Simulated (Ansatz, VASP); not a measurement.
## GeN in VASP and in Ansatz

Contents of INCAR:

```
SYSTEM = GeN
ALGO     = Normal         ! electronic algorithm
EDIFF    = 1E-6           ! SCF threshold, eV
ENCUT    = 520            ! plane-wave cutoff, eV
GGA      = PE             ! functional
ISIF     = 2              ! what is computed and relaxed
ISMEAR   = 0              ! smearing method
LASPH    = .True.         ! aspherical terms in the spheres
LCHARG   = .False.        ! write CHGCAR
LREAL    = .False.        ! projectors in reciprocal space
LWAVE    = .False.        ! write WAVECAR
NBANDS   = 27             ! bands
NELM     = 60             ! most SCF steps
PREC     = Accurate       ! precision mode
SIGMA    = 0.1            ! smearing width, eV
```

Contents of KPOINTS:

```
k-points
0
Gamma
  6 6 6
  0 0 0
```

Contents of POSCAR:

```
GeN
1.0
   -1.4837403600      2.8784764200      2.4464092700
    1.4837403600     -2.8784764200      2.4464092700
    1.4837403600      2.8784764200     -2.4464092700
Ge N
2 2
Direct
    0.2589471500      0.6057077100      0.6532394400
    0.9524682700      0.6057077100      0.3467605600
    0.0116296500      0.2630089100      0.7486207400
    0.5143881600      0.2630089100      0.2513792600
```

Input for Ansatz:

```yaml
crystal:
  lattice:
    - [-1.48374036, 2.87847642, 2.44640927]
    - [1.48374036, -2.87847642, 2.44640927]
    - [1.48374036, 2.87847642, -2.44640927]
  atoms:
    - { symbol: Ge, position: [0.25894715, 0.60570771, 0.65323944] }
    - { symbol: Ge, position: [0.95246827, 0.60570771, 0.34676056] }
    - { symbol: "N", position: [0.01162965, 0.26300891, 0.74862074] }
    - { symbol: "N", position: [0.51438816, 0.26300891, 0.25137926] }
basis:
  ecutwfc: 420
kpoints:
  mp_grid: { grid: [6, 6, 6] }
hamiltonian:
  xc: pbe
scf:
  occupations: { method: gaussian, width: 0.1 }
  lower_state_search: "off"
output:
  forces: true
  stress: true
  eigenvalues: true
```

Alike in both runs: task single point; functional PBE; k mesh 6 × 6 × 6; occupations gaussian, width 0.1 eV; no spin polarisation.

```csv
,VASP,Ansatz
version,VASP 6.6.1,Ansatz 0.2.0
potentials or method,"VASP PAW PBE potentials, release 64 (Ge_d, N), cutoff 520 eV","scalar-relativistic, plane waves, PAW"
valence electrons in the cell,38,38
```

Ansatz gave:

* gap on the k mesh at the Fermi level (eV): 0.67
* least direct gap on the mesh (eV): 2.20
* rms of the force components (eV/Å): 8.315

**Question.** Estimate VASP's values.

**Answer.** gap on the k mesh at the Fermi level (eV): 0.65; least direct gap on the mesh (eV): 2.20; rms of the force components (eV/Å): 9.274.

Atom by atom the forces differ by 0.961 eV/Å (rms over components). The functional is the same, so the differences come from potentials, cutoffs and numerics.
